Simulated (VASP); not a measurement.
Runs of VASP 6.6.1 on Rh. The structure is that of space group P6_3/mmc (No. 194), or close to it. The cells are those of the table. This isn't the form of Rh at room conditions, which is fcc.

| cell | further INCAR settings | gap on the mesh (eV) | pressure (GPa) |
| --- | --- | --- | --- |
| a = 2.649, b = 2.649, c = 4.296 Å, angles 90.0, 90.0, 120.0°, 2 atoms | ALGO = Fast; EDIFF = 1e-06; NBANDS = 22 | none | 12.1 |
| a = 2.649, b = 2.649, c = 4.428 Å, angles 90.0, 90.0, 120.0°, 2 atoms | ALGO = Fast; EDIFF = 1e-06; NBANDS = 22 | none | 2.3 |
| a = 2.690, b = 2.690, c = 4.296 Å, angles 90.0, 90.0, 120.0°, 2 atoms | ALGO = Fast; EDIFF = 1e-06; NBANDS = 22 | none | 2.2 |
| a = 2.731, b = 2.731, c = 4.296 Å, angles 90.0, 90.0, 120.0°, 2 atoms | ALGO = Fast; EDIFF = 1e-06; NBANDS = 22 | none | -6.1 |
| a = 2.649, b = 2.649, c = 4.561 Å, angles 90.0, 90.0, 120.0°, 2 atoms | ALGO = Fast; EDIFF = 1e-06; NBANDS = 22 | none | -5.2 |
| a = 2.690, b = 2.690, c = 4.428 Å, angles 90.0, 90.0, 120.0°, 2 atoms | ALGO = Fast; EDIFF = 1e-07; NBANDS = 22 | none | -6.5 |
| a = 2.649, b = 2.649, c = 4.362 Å, angles 90.0, 90.0, 120.0°, 2 atoms | ALGO = Fast; EDIFF = 1e-06; NBANDS = 22 | none | (a) |
| a = 2.649, b = 2.649, c = 4.495 Å, angles 90.0, 90.0, 120.0°, 2 atoms | ALGO = Fast; EDIFF = 1e-07; NBANDS = 22 | none | (b) |

Alike in all rows: task single point; level PBEsol; potentials or basis VASP PAW PBE potentials, release 64 (Rh_pv); no spin polarisation; k mesh 21 × 21 × 12; cutoff (eV) 520; smearing gaussian 0.15 eV.

Fill in the values left out.

(a) 6.9; (b) -1.7.

Caveats: the PAW data sets were made with another functional, which shifts forces and pressure a little; the cell stands under pressure (at least some runs); the stress differs along the axes, from -5 to 6 GPa (at least some runs); the stress differs along the axes, from -8 to -2 GPa (at least some runs); the stress differs along the axes, from -17 to 1 GPa (at least some runs); the stress differs along the axes, from -10 to -5 GPa (at least some runs); the stress differs along the axes, from 3 to 9 GPa (at least some runs).

A k mesh can miss the band edges, and the runs leave out spin-orbit coupling on Rh.

A gap of «none» marks levels without a gap at the run's occupations.
